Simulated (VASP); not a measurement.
# Cs2Tl3W (P6/mmm) in VASP: a series of runs

The runs below take Cs2Tl3W through single point, with PBE.

Everything below comes from runs of VASP 6.6.1. Logs are shortened: lines on timing, memory, paths and dates and some standing lists are left out, and cuts for length are marked.

## Step 1: The cell of the first run

It takes space group P6/mmm (No. 191, hexagonal). The conventional cell has a = 7.125 Å, b = 7.125 Å, c = 4.339 Å, α = 90.00°, β = 90.00°, γ = 120.00°. Within 3.9 Å of Cs (site symmetry -6m2) lie 6 Tl at 2.99 Å. Within 3.9 Å of Tl (site symmetry mmm) lie 4 Cs at 2.99 Å and 4 Tl at 3.56 Å. Within 5.4 Å of W (site symmetry 6/mmm) lie 6 Cs at 4.11 Å and 12 Tl at 4.17 Å and 2 W at 4.34 Å.

## Step 2: Single point, PBE

File INCAR:

```
PREC = Accurate ; ENCUT = 520
EDIFF = 1E-6 ; ISMEAR = 0
SIGMA = 0.1 ; LREAL = False
LASPH = True ; NELM = 60
ALGO = Fast ; ISIF = 2
LWAVE = False ; LCHARG = False
GGA = PE ; NBANDS = 44
```

File KPOINTS:

```
regular mesh
0
Gamma
  3 3 4
```

File POSCAR:

```
Cs2Tl3W
1.0
    7.1253402002      0.0000000000      0.0000000000
   -3.5626701001      6.1707256239      0.0000000000
    0.0000000000      0.0000000000      4.3387470633
Cs Tl W
2 3 1
Direct
    0.3333333333      0.6666666667      0.0000000000
    0.6666666667      0.3333333333      0.0000000000
    0.5000000000      0.0000000000      0.5000000000
    0.5000000000      0.5000000000      0.5000000000
    0.0000000000      0.5000000000      0.5000000000
    0.0000000000      0.0000000000      0.0000000000
```

Potentials or basis: VASP PAW PBE potentials, release 64 (Cs_sv, Tl_d, W_sv).

Command:

```console
$ cat potpaw_PBE.64/Cs_sv/POTCAR potpaw_PBE.64/Tl_d/POTCAR potpaw_PBE.64/W_sv/POTCAR > POTCAR
$ mpirun -np 1 vasp_std > vasp.out
```

OUTCAR:

```text
PREC = Accurate
   ENCUT = 520
   EDIFF = 1E-6
   ISMEAR = 0
   LREAL = False
   LASPH = True
   NELM = 60
   ISIF = 2
   GGA = PE

 ion  position               nearest neighbor table
   1  0.333  0.667  0.000-   3 2.99   3 2.99   5 2.99   5 2.99   4 2.99   4 2.99
   2  0.667  0.333  0.000-   3 2.99   3 2.99   5 2.99   5 2.99   4 2.99   4 2.99
   3  0.500  0.000  0.500-   1 2.99   2 2.99   1 2.99   2 2.99   4 3.56   5 3.56   4 3.56   5 3.56

   4  0.500  0.500  0.500-   1 2.99   2 2.99   1 2.99   2 2.99   3 3.56   3 3.56   5 3.56   5 3.56

   5  0.000  0.500  0.500-   1 2.99   2 2.99   1 2.99   2 2.99   3 3.56   3 3.56   4 3.56   4 3.56

   6  0.000  0.000  0.000-

  LATTYP: Found a hexagonal cell.
 ALAT       =     7.1253402002
 C/A-ratio  =     0.6089178820

  Lattice vectors:

 A1 = (   7.1253402002,   0.0000000000,   0.0000000000)
 A2 = (  -3.5626701001,   6.1707256239,   0.0000000000)
 A3 = (   0.0000000000,   0.0000000000,   4.3387470633)

Analysis of symmetry for initial positions (statically):
=====================================================================
 Subroutine PRICEL returns:
 Original cell was already a primitive cell.

 Routine SETGRP: Setting up the symmetry group for a
 hexagonal supercell.

 Subroutine GETGRP returns: Found 24 space group operations
 (whereof 24 operations were pure point group operations)
 out of a pool of 24 trial point group operations.

The static configuration has the point symmetry D_6h.

Analysis of symmetry for dynamics (positions and initial velocities):
=====================================================================
 Subroutine PRICEL returns:
 Original cell was already a primitive cell.

 Routine SETGRP: Setting up the symmetry group for a
 hexagonal supercell.

 Subroutine GETGRP returns: Found 24 space group operations
 (whereof 24 operations were pure point group operations)
 out of a pool of 24 trial point group operations.

The dynamic configuration has the point symmetry D_6h.

 Subroutine INISYM returns: Found 24 space group operations
 (whereof 24 operations are pure point group operations),
 and found     1 'primitive' translations

----------------------------------------------------------------------------------------

                                     Primitive cell

  volume of cell :     190.7683

  direct lattice vectors                    reciprocal lattice vectors
     7.125340200  0.000000000  0.000000000     0.140344176  0.081027748  0.000000000
    -3.562670100  6.170725624  0.000000000     0.000000000  0.162055496  0.000000000
     0.000000000  0.000000000  4.338747063     0.000000000  0.000000000  0.230481285

  length of vectors
     7.125340200  7.125340200  4.338747063     0.162055496  0.162055496  0.230481285

  position of ions in fractional coordinates (direct lattice)
     0.333333333  0.666666667  0.000000000
     0.666666667  0.333333333  0.000000000
     0.500000000  0.000000000  0.500000000
     0.500000000  0.500000000  0.500000000
     0.000000000  0.500000000  0.500000000
     0.000000000  0.000000000  0.000000000

  ion indices of the primitive-cell ions
   primitive index   ion index
                 1           1
                 2           2
                 3           3
                 4           4
                 5           5
                 6           6

----------------------------------------------------------------------------------------

 KPOINTS: regular mesh

Automatic generation of k-mesh.
 Grid dimensions read from file:
 generate k-points for:    3    3    4

 Generating k-lattice:

  Cartesian coordinates                     Fractional coordinates (reciprocal lattice)
     0.046781392  0.027009249  0.000000000     0.333333333  0.000000000  0.000000000
     0.000000000  0.054018499  0.000000000     0.000000000  0.333333333  0.000000000
     0.000000000  0.000000000  0.057620321     0.000000000  0.000000000  0.250000000

  Length of vectors
     0.054018499  0.054018499  0.057620321

  Shift w.r.t. Gamma in fractional coordinates (k-lattice)
     0.000000000  0.000000000  0.000000000

 Subroutine IBZKPT returns following result:
 ===========================================

 Found      9 irreducible k-points:

 Following reciprocal coordinates:
            Coordinates               Weight
  0.000000  0.000000  0.000000      1.000000
  0.333333  0.000000  0.000000      6.000000
  0.333333  0.333333  0.000000      2.000000
  0.000000  0.000000  0.250000      2.000000
  0.333333  0.000000  0.250000     12.000000
  0.333333  0.333333  0.250000      4.000000
  0.000000  0.000000  0.500000      1.000000
  0.333333  0.000000  0.500000      6.000000
  0.333333  0.333333  0.500000      2.000000
   k-points           NKPTS =      9   k-points in BZ     NKDIM =      9   number of bands    NBANDS=     44
   number of dos      NEDOS =    301   number of ions     NIONS =      6
   total plane-waves  NPLWV =  93312
   dimension x,y,z NGX =    54 NGY =   54 NGZ =   32
   dimension x,y,z NGXF=   108 NGYF=  108 NGZF=   64
   ions per type =               2   3   1
   NGX,Y,Z   is equivalent  to a cutoff of  12.60, 12.60, 12.26 a.u.
   NGXF,Y,Z  is equivalent  to a cutoff of  25.20, 25.20, 24.52 a.u.
 SYSTEM =  unknown system
   PREC   = accura    normal or accurate (medium, high low for compatibility)
   ISTART =      0    job   : 0-new  1-cont  2-samecut
   ICHARG =      2    charge: 1-file 2-atom 10-const
   ISPIN  =      1    spin polarized calculation?
   LNONCOLLINEAR =      F non collinear calculations
   LSORBIT =      F    spin-orbit coupling
   LASPH  =      T    aspherical Exc in radial PAW
   ENCUT  =  520.0 eV  38.22 Ry    6.18 a.u.  13.25 13.25  8.07*2*pi/ulx,y,z
   NELM   =     60;   NELMIN=  2; NELMDL= -5     # of ELM steps
   EDIFF  = 0.1E-05   stopping-criterion for ELM
   LREAL  =      F    real-space projection
   EDIFFG = 0.1E-04   stopping-criterion for IOM
   NSW    =      0    number of steps for IOM
   IBRION =     -1    ionic relax: 0-MD 1-quasi-New 2-CG
   NFREE  =      0    steps in history (QN), initial steepest desc. (CG)
   ISIF   =      2    stress and relaxation
   ISYM   =      2    0-nonsym 1-usesym 2-fastsym
   POTIM  = 0.5000    time-step for ionic-motion
   TEBEG  =    0.0;   TEEND  =   0.0 temperature during run
   PSTRESS=    0.0 pullay stress
   NELECT =      71.0000    total number of electrons
   NUPDOWN=      -1.0000    fix difference up-down
   EMIN   =  10.00;   EMAX   =-10.00  energy-range for DOS
   EFERMI =   0.00;   METHOD = LEGACY
   ISMEAR =     0;   SIGMA  =   0.10  broadening in eV -4-tet -1-fermi 0-gaus
   EFERMI_NEDOS =   21; number of points for ismear=-14 and -15
   IALGO  =     68    algorithm
   IMIX   =      4    mixing-type and parameters
     AMIX     =   0.40;   BMIX     =  1.00
     AMIX_MAG =   1.60;   BMIX_MAG =  1.00
  volume/ion in A,a.u.               =      31.79       214.56
  Fermi-wavevector in a.u.,A,eV,Ry     =   1.177585  2.225313 18.867283  1.386706
  Thomas-Fermi vector in A             =   2.313929
   LORBIT       =      0    0 simple, 1 ext, 2 COOP (PROOUT), +10 PAW based schemes
   GGA     = PE    functional components
   LHFCALC =     F    Hartree Fock is set to
   AEXX    =    0.0000 exact exchange contribution
   IVDW    =     0    specifies the selected vdW correction
   LEPSILON=     F    determine dielectric tensor
   LRPA    =     F    only Hartree local field effects (RPA)
 non-spin polarized calculation
 RMM-DIIS sequential band-by-band and
 Gauss-broadening in eV      SIGMA  =   0.10
  energy-cutoff  :      520.00
  volume of cell :      190.77
 maximum number of plane-waves:      5160
 NGX is ok and might be reduce to    54
   NGX = 27   NGY = 27   NGZ = 17

 number of electron      71.0000013 magnetization

 Free energy of the ion-electron system (eV)
  ---------------------------------------------------
  ext. energy  EPLUGINS =         0.00000000
  ---------------------------------------------------
  free energy    TOTEN  =        -6.70528102 eV

  energy without entropy =       -6.62093103  energy(sigma->0) =       -6.66310602

 E-fermi :   5.2814     XC(G=0):  -9.7591

 val. band max:        5.1988984323   @ k =   0.3333   0.0000   0.2500
 cond. band min:       5.2825794460   @ k =   0.3333   0.0000   0.5000
 fundamental gap:      0.0836810137
 Fermi energy:         5.2814033189

 k-point     1 :       0.0000    0.0000    0.0000
  band No.  band energies     occupation
      1     -69.1045      2.00000
      2     -33.3894      2.00000
      3     -33.1329      2.00000
      4     -33.1329      2.00000
      5     -17.8893      2.00000
      6     -17.6792      2.00000
[... 36 lines left out ...]
     43       8.6518      0.00000
     44       9.1009      0.00000

 k-point     2 :       0.3333    0.0000    0.0000
  band No.  band energies     occupation
      1     -69.1045      2.00000
      2     -33.3894      2.00000
      3     -33.1329      2.00000
      4     -33.1329      2.00000
      5     -17.8461      2.00000
      6     -17.7250      2.00000
[... 36 lines left out ...]
     43       8.0435      0.00000
     44       8.0479      0.00000

 k-point     3 :       0.3333    0.3333    0.0000
  band No.  band energies     occupation
      1     -69.1045      2.00000
      2     -33.3894      2.00000
      3     -33.1329      2.00000
      4     -33.1329      2.00000
      5     -17.7861      2.00000
      6     -17.7861      2.00000
[... 36 lines left out ...]
     43       7.4394      0.00000
     44       7.4397      0.00000

 k-point     4 :       0.0000    0.0000    0.2500
  band No.  band energies     occupation
      1     -69.1045      2.00000
      2     -33.3912      2.00000
      3     -33.1328      2.00000
      4     -33.1328      2.00000
      5     -17.8210      2.00000
      6     -17.6806      2.00000
[... 177 lines left out ...]
     43       7.1694      0.00000
     44       7.1696      0.00000

 k-point     8 :       0.3333    0.0000    0.5000
  band No.  band energies     occupation
      1     -69.1045      2.00000
      2     -33.3929      2.00000
      3     -33.1326      2.00000
      4     -33.1326      2.00000
      5     -17.7356      2.00000
      6     -17.6964      2.00000
[... 36 lines left out ...]
     43       7.1146      0.00000
     44       7.7623      0.00000

 k-point     9 :       0.3333    0.3333    0.5000
  band No.  band energies     occupation
      1     -69.1045      2.00000
      2     -33.3929      2.00000
      3     -33.1326      2.00000
      4     -33.1326      2.00000
      5     -17.7160      2.00000
      6     -17.7160      2.00000
[... 36 lines left out ...]
     43       6.5853      0.00000
     44       8.3457      0.00000

------------------------ aborting loop because EDIFF is reached ----------------------------------------

  FORCE on cell =-STRESS in cart. coord.  units (eV):
  Direction    XX          YY          ZZ          XY          YZ          ZX
  --------------------------------------------------------------------------------------
  -------------------------------------------------------------------------------------
  Total        9.1333987      9.1333987     29.7152331      0.0000000      0.0000000      0.0000000
  in kB       76.7073224     76.7073224    249.5649264      0.0000000      0.0000000      0.0000000
  external PRESSURE =     134.3265237 kB  Pullay stress =       0.0000000 kB

 VOLUME and BASIS-vectors are now :
 -----------------------------------------------------------------------------
  energy-cutoff  :      520.00
  volume of cell :      190.77
      direct lattice vectors                 reciprocal lattice vectors
     7.125340200  0.000000000  0.000000000     0.140344176  0.081027748  0.000000000
    -3.562670100  6.170725624  0.000000000     0.000000000  0.162055496  0.000000000
     0.000000000  0.000000000  4.338747063     0.000000000  0.000000000  0.230481285

 POSITION                                       TOTAL-FORCE (eV/Angst)
 -----------------------------------------------------------------------------------
     -0.00000      4.11382      0.00000        -0.000000      0.000000      0.000000
      3.56267      2.05691      0.00000         0.000000     -0.000000      0.000000
      3.56267      0.00000      2.16937        -0.000000      0.000000      0.000000
      1.78134      3.08536      2.16937        -0.000000      0.000000      0.000000
     -1.78134      3.08536      2.16937        -0.000000      0.000000      0.000000
      0.00000      0.00000      0.00000        -0.000000      0.000000      0.000000
 -----------------------------------------------------------------------------------
    total drift:                                0.000000      0.000000      0.000000

  FREE ENERGIE OF THE ION-ELECTRON SYSTEM (eV)
  ---------------------------------------------------
  free  energy   TOTEN  =        -6.7052810192 eV

  energy  without entropy=       -6.6209310287  energy(sigma->0) =       -6.66310602
```

Wall time 2.1 min (1 thread of Intel Xeon Platinum 8259CL at 2.50GHz (Skylake/Cascade Lake), shared host); peak memory 0.34 GiB.

What came out:

```yaml
Free_energy: -6.7053 eV
Pressure: 13.4 GPa
```

Levels at points of the mesh, in eV from the Fermi level:
| k point | band 31 | band 32 | band 33 | band 34 | band 35 | band 36 | band 37 | band 38 | band 39 | band 40 |
| --- | --- | --- | --- | --- | --- | --- | --- | --- | --- | --- |
| (0.00, 0.00, 0.00) | -2.45 | -1.93 | -1.16 | -1.16 | -0.47 | 0.12 | 0.12 | 0.24 | 0.24 | 0.63 |
| (0.00, 0.00, 0.50) | -2.49 | -1.79 | -1.79 | 0.06 | 0.06 | 0.66 | 0.66 | 0.73 | 1.66 | 1.66 |

Caveat: the k points lie up to 0.36 Å⁻¹ apart; spin-orbit coupling is left out, which moves the levels of the heavy elements.

## Step 3: Single point, PBE

This run uses another cell than the first one, of 41.85 Å³/atom, 1.316 times its volume.

File INCAR:

```
SYSTEM = Cs2Tl3W
PREC = Accurate
ENCUT = 520
EDIFF = 1E-7
ISMEAR = 0
SIGMA = 0.1
LREAL = .False.
LASPH = .True.
NELM = 80
ALGO = Fast
ISIF = 2
LWAVE = .False.
LCHARG = .False.
GGA = PE
NBANDS = 44
```

File KPOINTS:

```
regular mesh
0
Gamma
  3 3 4
  0 0 0
```

POSCAR, as its differences from that of step 2:

```diff
@@ -2,5 +2,5 @@
 1.0
-    7.1253402002      0.0000000000      0.0000000000
-   -3.5626701001      6.1707256239      0.0000000000
-    0.0000000000      0.0000000000      4.3387470633
+    6.3627624533      0.0000000000      0.0000000000
+   -3.1813812266      5.5103139228      0.0000000000
+    0.0000000000      0.0000000000      7.1620145742
 Cs Tl W
```

Potentials or basis: VASP PAW PBE potentials, release 64 (Cs_sv, Tl_d, W_sv).

Command:

```console
$ cat potpaw_PBE.64/Cs_sv/POTCAR potpaw_PBE.64/Tl_d/POTCAR potpaw_PBE.64/W_sv/POTCAR > POTCAR
$ mpirun -np 1 vasp_std > vasp.out
```

Run time: 4 min. Hardware: 1 thread of Intel Xeon Platinum 8259CL at 2.50GHz (Skylake/Cascade Lake), shared host; peak memory 0.4 GiB.

Results (log left out):

```
Free energy : -12.5636 eV
Pressure    : 0.0 GPa
```

Levels at points of the mesh, in eV from the Fermi level:
```tsv
k point	band 33	band 34	band 35	band 36	band 37	band 38
(0.00, 0.00, 0.00)	-0.59	-0.33	-0.33	-0.08	-0.08	0.03
(0.00, 0.00, 0.50)	-0.75	-0.75	-0.73	0.31	0.31	0.31
```

Caveat: the k points lie up to 0.38 Å⁻¹ apart; spin-orbit coupling is left out, which moves the levels of the heavy elements.
